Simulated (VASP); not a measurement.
The system is TaN.

```
Ta N
1.0
     2.93800    0.00000    0.00000
    -1.46900    2.54438    0.00000
     0.00000    0.00000    2.88300
Ta N
1 1
Direct
  0.33333 0.66667 0.50000
  0.00000 0.00000 0.00000
```

Base run:

| Property | Result |
| --- | --- |
| Program | VASP 6.6.1 |
| Functional | PBEsol |
| Potentials or basis | VASP PAW PBE potentials, release 64 (Ta_sv_GW, N) |
| Cutoff | 520 eV |
| k mesh | 12 × 12 × 10 |
| Occupations | fermi-dirac, width 0.02 eV |
| Spin | no spin polarisation |

Its results: band gap on the k mesh zero (band 9 reaches 12.69 eV, above the bottom of band 10 at 12.19 eV); pressure -5.1 GPa.

Question: The run is repeated on the same cell with these changes: functional from PBEsol to LDA; potentials or basis from VASP PAW PBE potentials, release 64 (Ta_sv_GW, N) to VASP PAW LDA potentials, release 64 (Ta_sv_GW, N). What comes out?

Answer: Band gap on the k mesh zero (band 9 reaches 12.51 eV, above the bottom of band 10 at 12.02 eV); pressure -10.8 GPa.

Caveats: spin-orbit coupling is left out, which moves the levels of the heavy elements; the PAW data sets were made with another functional, which shifts forces and pressure a little (some runs).
